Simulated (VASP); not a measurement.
# CaS (Fm-3m) in VASP: vibrations by perturbation theory with PBE

Aim: the vibrations by perturbation theory of CaS with PBE.

All numbers are computed with VASP 6.6.1; they aren't measurements. Logs are shortened: lines on timing, memory, paths and dates and some standing lists are left out, and cuts for length are marked.

### 1 The cell of the first run

It takes space group Fm-3m (No. 225, cubic). The conventional cell has a = 5.712 Å, b = 5.712 Å, c = 5.712 Å, α = 90.00°, β = 90.00°, γ = 90.00°. Within 3.8 Å of Ca (site symmetry m-3m) lie 6 S at 2.86 Å. S (site symmetry m-3m) has 6 Ca at 2.86 Å within 3.8 Å.

### 2 Vibrations by perturbation theory, PBE

INCAR reads:

```
SYSTEM = CaS
ALGO     = Normal         ! electronic algorithm
EDIFF    = 1E-8           ! SCF threshold, eV
ENCUT    = 500            ! plane-wave cutoff, eV
GGA      = PE             ! functional
GGA_COMPAT= .False.      
IBRION   = 8              ! ionic algorithm
ISIF     = 2              ! what is computed and relaxed
ISMEAR   = 0              ! smearing method
LASPH    = .True.         ! aspherical terms in the spheres
LCHARG   = .True.         ! write CHGCAR
LEPSILON = .True.         ! dielectric tensor by DFPT
LREAL    = .False.        ! projectors in reciprocal space
LWAVE    = .False.        ! write WAVECAR
NBANDS   = 15             ! bands
NELM     = 120            ! most SCF steps
NSW      = 1              ! ionic steps
PREC     = Accurate       ! precision mode
SIGMA    = 0.01           ! smearing width, eV
```

KPOINTS reads:

```
k-points
0
Gamma
  8 8 8
  0 0 0
```

POSCAR reads:

```
CaS
1.0
    0.0000000000      2.8559026101      2.8559026101
    2.8559026101      0.0000000000      2.8559026101
    2.8559026101      2.8559026101      0.0000000000
Ca S
1 1
Direct
    0.5000000000      0.5000000000      0.5000000000
    0.0000000000      0.0000000000      0.0000000000
```

Potentials or basis: VASP PAW PBE potentials, release 64 (Ca_sv, S).

Run with:

```console
> cat potpaw_PBE.64/Ca_sv/POTCAR potpaw_PBE.64/S/POTCAR > POTCAR
> mpirun -np 1 vasp_std > vasp.out
```

OUTCAR:

```text
SYSTEM = CaS
   EDIFF = 1E-8
   ENCUT = 500
   GGA = PE
   IBRION = 8
   ISIF = 2
   ISMEAR = 0
   LASPH = .True.
   LEPSILON = .True.
   LREAL = .False.
   NELM = 120
   NSW = 1
   PREC = Accurate

 ion  position               nearest neighbor table
   1  0.500  0.500  0.500-   2 2.86   2 2.86   2 2.86   2 2.86   2 2.86   2 2.86
   2  0.000  0.000  0.000-   1 2.86   1 2.86   1 2.86   1 2.86   1 2.86   1 2.86

  LATTYP: Found a face centered cubic cell.
 ALAT       =     5.7118052202

  Lattice vectors:

 A1 = (   0.0000000000,   2.8559026101,   2.8559026101)
 A2 = (   2.8559026101,   0.0000000000,   2.8559026101)
 A3 = (   2.8559026101,   2.8559026101,   0.0000000000)

Analysis of symmetry for initial positions (statically):
=====================================================================
 Subroutine PRICEL returns:
 Original cell was already a primitive cell.

 Routine SETGRP: Setting up the symmetry group for a
 face centered cubic supercell.

 Subroutine GETGRP returns: Found 48 space group operations
 (whereof 48 operations were pure point group operations)
 out of a pool of 48 trial point group operations.

The static configuration has the point symmetry O_h .

Analysis of symmetry for dynamics (positions and initial velocities):
=====================================================================
 Subroutine PRICEL returns:
 Original cell was already a primitive cell.

 Routine SETGRP: Setting up the symmetry group for a
 face centered cubic supercell.

 Subroutine GETGRP returns: Found 48 space group operations
 (whereof 48 operations were pure point group operations)
 out of a pool of 48 trial point group operations.

The dynamic configuration has the point symmetry O_h .

 Subroutine INISYM returns: Found 48 space group operations
 (whereof 48 operations are pure point group operations),
 and found     1 'primitive' translations

----------------------------------------------------------------------------------------

                                     Primitive cell

  volume of cell :      46.5865

  direct lattice vectors                    reciprocal lattice vectors
     0.000000000  2.855902610  2.855902610    -0.175075998  0.175075998  0.175075998
     2.855902610  0.000000000  2.855902610     0.175075998 -0.175075998  0.175075998
     2.855902610  2.855902610  0.000000000     0.175075998  0.175075998 -0.175075998

  length of vectors
     4.038856204  4.038856204  4.038856204     0.303240524  0.303240524  0.303240524

  position of ions in fractional coordinates (direct lattice)
     0.500000000  0.500000000  0.500000000
     0.000000000  0.000000000  0.000000000

  ion indices of the primitive-cell ions
   primitive index   ion index
                 1           1
                 2           2

----------------------------------------------------------------------------------------

 KPOINTS: k-points

Automatic generation of k-mesh.
 Grid dimensions read from file:
 generate k-points for:    8    8    8

 Generating k-lattice:

  Cartesian coordinates                     Fractional coordinates (reciprocal lattice)
    -0.021884500  0.021884500  0.021884500     0.125000000  0.000000000  0.000000000
     0.021884500 -0.021884500  0.021884500     0.000000000  0.125000000  0.000000000
     0.021884500  0.021884500 -0.021884500     0.000000000  0.000000000  0.125000000

  Length of vectors
     0.037905065  0.037905065  0.037905065

[... 551 lines left out ...]
     2.855902610  0.000000000  2.855902610     0.175075998 -0.175075998  0.175075998
     2.855902610  2.855902610  0.000000000     0.175075998  0.175075998 -0.175075998

 POSITION                                       TOTAL-FORCE (eV/Angst)
 -----------------------------------------------------------------------------------
      2.85590      2.85590      2.85590         0.000000     -0.000000      0.000000
      0.00000      0.00000      0.00000        -0.000000      0.000000     -0.000000
 -----------------------------------------------------------------------------------
    total drift:                                0.000000      0.000000      0.000000

  FREE ENERGIE OF THE ION-ELECTRON SYSTEM (eV)
  ---------------------------------------------------
  free  energy   TOTEN  =       -10.3648687248 eV

  energy  without entropy=      -10.3648687248  energy(sigma->0) =      -10.36486872

 HEAD OF MICROSCOPIC STATIC DIELECTRIC TENSOR (INDEPENDENT PARTICLE, excluding Hartree and local field effects)
 ------------------------------------------------------
           5.459424     0.000000    -0.000000
           0.000000     5.459424     0.000000
          -0.000000     0.000000     5.459424
 ------------------------------------------------------

 Free energy of the ion-electron system (eV)
  ---------------------------------------------------
  ---------------------------------------------------
  free energy    TOTEN  =        -0.57609364 eV

  energy without entropy =       -0.57609364

------------------------ aborting loop because EDIFF is reached ----------------------------------------

--------------------------------------- Ionic step        2  -------------------------------------------

------------------------ aborting loop because EDIFF is reached ----------------------------------------

--------------------------------------- Ionic step        3  -------------------------------------------

------------------------ aborting loop because EDIFF is reached ----------------------------------------

 PIEZOELECTRIC TENSOR FIELD DIRECTION 3  (e Angst)
 -----------------------------------------------------------------------------
     0.00004  0.00000  0.00000           (  0.00000  0.00000  0.00000)
     0.00000  0.00004 -0.00000           (  0.00000  0.00000  0.00000)
     0.00000  0.00000 -0.00191           (  0.00000  0.00000  0.00002)

 PIEZOELECTRIC TENSOR FIELD DIRECTION 3  (C/m^2)
 -----------------------------------------------------------------------------
     0.00001  0.00000  0.00000
     0.00000  0.00001 -0.00000
     0.00000  0.00000 -0.00066

--------------------------------------- Ionic step        4  -------------------------------------------

------------------------ aborting loop because EDIFF is reached ----------------------------------------

[... ionic steps 5 to 6 ...]

--------------------------------------- Ionic step        7  -------------------------------------------

 Free energy of the ion-electron system (eV)
  ---------------------------------------------------
  ---------------------------------------------------
  free energy    TOTEN  =        -0.10978342 eV

  energy without entropy =       -0.10978342

------------------------ aborting loop because EDIFF is reached ----------------------------------------

 INTERNAL STRAIN TENSOR  FOR ION    2  DIRECTION 1   (eV/Angst):
 -----------------------------------------------------------------------------
    -0.00492  0.00000 -0.00000
     0.00000  0.00245 -0.00000
     0.00000 -0.00000  0.00245

 MACROSCOPIC STATIC DIELECTRIC TENSOR (including local field effects in DFT)
 ------------------------------------------------------
           5.003979     0.000000    -0.000000
           0.000000     5.003979    -0.000000
           0.000000     0.000000     5.003979
 ------------------------------------------------------

 PIEZOELECTRIC TENSOR (including local field effects)  for field in x, y, z        (e  Angst)
          XX          YY          ZZ          XY          YZ          ZX
  --------------------------------------------------------------------------------
  x     0.00000     0.00000     0.00000     0.00000     0.00000     0.00000
  y     0.00000     0.00000     0.00000     0.00000     0.00000     0.00000
  z     0.00000     0.00000     0.00000     0.00000     0.00000     0.00000

 PIEZOELECTRIC TENSOR (including local field effects)  for field in x, y, z        (C/m^2)
          XX          YY          ZZ          XY          YZ          ZX
  --------------------------------------------------------------------------------
  x     0.00000     0.00000     0.00000     0.00000     0.00000     0.00000
  y     0.00000     0.00000     0.00000     0.00000     0.00000     0.00000
  z     0.00000     0.00000     0.00000     0.00000     0.00000     0.00000

 BORN EFFECTIVE CHARGES (including local field effects) (in |e|, cummulative output)
 ---------------------------------------------------------------------------------
 ion    1
    1     2.36792     0.00000    -0.00000
    2     0.00000     2.36792    -0.00000
    3     0.00000     0.00000     2.36792
 ion    2
    1    -2.36792    -0.00000     0.00000
    2    -0.00000    -2.36792     0.00000
    3    -0.00000    -0.00000    -2.36792

 INTERNAL STRAIN TENSOR FOR ION    2 for displacements in x,y,z  (eV/Angst):
          X           Y           Z          XY          YZ          ZX
  --------------------------------------------------------------------------------
  x     0.00000     0.00000     0.00000     0.00000     0.00000     0.00000
  y     0.00000     0.00000     0.00000     0.00000     0.00000     0.00000
  z     0.00000     0.00000     0.00000     0.00000     0.00000     0.00000

 SECOND DERIVATIVES (NOT SYMMETRIZED)
 ------------------------------------
               1X          1Y          1Z          2X          2Y          2Z
  1X    -3.074818    0.000000    0.000000    3.074818    0.000000    0.000000
  1Y     0.000000   -3.074818    0.000000    0.000000    3.074818    0.000000
  1Z     0.000000    0.000000   -3.074818    0.000000    0.000000    3.074818
  2X     3.073513    0.000000    0.000000   -3.073513    0.000000    0.000000
  2Y     0.000000    3.073513    0.000000    0.000000   -3.073513    0.000000
  2Z     0.000000    0.000000    3.073513    0.000000    0.000000   -3.073513

 Eigenvectors and eigenvalues of the dynamical matrix
 ----------------------------------------------------

   1 f  =    6.494324 THz    40.805041 2PiTHz  216.627332 cm-1    26.858354 meV
             X         Y         Z           dx          dy          dz
      2.855903  2.855903  2.855903     0.000000    0.666766    0.000000
      0.000000  0.000000  0.000000     0.000000   -0.745267    0.000000
[... 21 lines left out ...]
   6 f/i=    0.000685 THz     0.004304 2PiTHz    0.022851 cm-1     0.002833 meV
             X         Y         Z           dx          dy          dz
      2.855903  2.855903  2.855903     0.000000    0.000000    0.745267
      0.000000  0.000000  0.000000     0.000000    0.000000    0.666766

--------------------------------------------------------------------------------------------------------

 MACROSCOPIC STATIC DIELECTRIC TENSOR IONIC CONTRIBUTION
 ------------------------------------------------------
           7.084546     0.000000     0.000000
           0.000000     7.084546     0.000000
           0.000000     0.000000     7.084546
 ------------------------------------------------------

 ELASTIC MODULI CONTR FROM IONIC RELAXATION (kBar)
 Direction    XX          YY          ZZ          XY          YZ          ZX
 --------------------------------------------------------------------------------
 XX           0.0000      0.0000      0.0000      0.0000      0.0000      0.0000
 YY           0.0000      0.0000      0.0000      0.0000      0.0000      0.0000
 ZZ           0.0000      0.0000      0.0000      0.0000      0.0000      0.0000
 XY           0.0000      0.0000      0.0000      0.0000      0.0000      0.0000
 YZ           0.0000      0.0000      0.0000      0.0000      0.0000      0.0000
 ZX           0.0000      0.0000      0.0000      0.0000      0.0000      0.0000
 --------------------------------------------------------------------------------

 PIEZOELECTRIC TENSOR IONIC CONTR  for field in x, y, z        (C/m^2)
          XX          YY          ZZ          XY          YZ          ZX
  --------------------------------------------------------------------------------
  x     0.00000     0.00000     0.00000     0.00000     0.00000     0.00000
  y     0.00000     0.00000     0.00000     0.00000     0.00000     0.00000
  z     0.00000     0.00000     0.00000     0.00000     0.00000     0.00000
```

Wall time 12 min (1 thread of AMD EPYC 7R43 (Zen 3), shared host); peak memory 0.22 GiB.

Results:

```yaml
Electronic_dielectric_tensor_diagonal: 5.00
Born_charges_mean_of_the_diagonal: Ca +2.37; S -2.37 e
Highest_phonon_frequency_at_Γ_LO-TO_splitting_left_out: 217 cm⁻¹
```

Phonon frequencies in cm⁻¹ (negative: imaginary):
| q point | frequencies |
| --- | --- |
| (0.000, 0.000, 0.000) | 0 0 0 217 217 217 |

Electronic dielectric tensor:
```
5.00 0.00 0.00
0.00 5.00 0.00
0.00 0.00 5.00
```

Born effective charge tensors (e):
atom 1, Ca
```
2.37 0.00 0.00
0.00 2.37 0.00
0.00 0.00 2.37
```
atom 2, S
```
-2.37  0.00  0.00
 0.00 -2.37  0.00
 0.00  0.00 -2.37
```
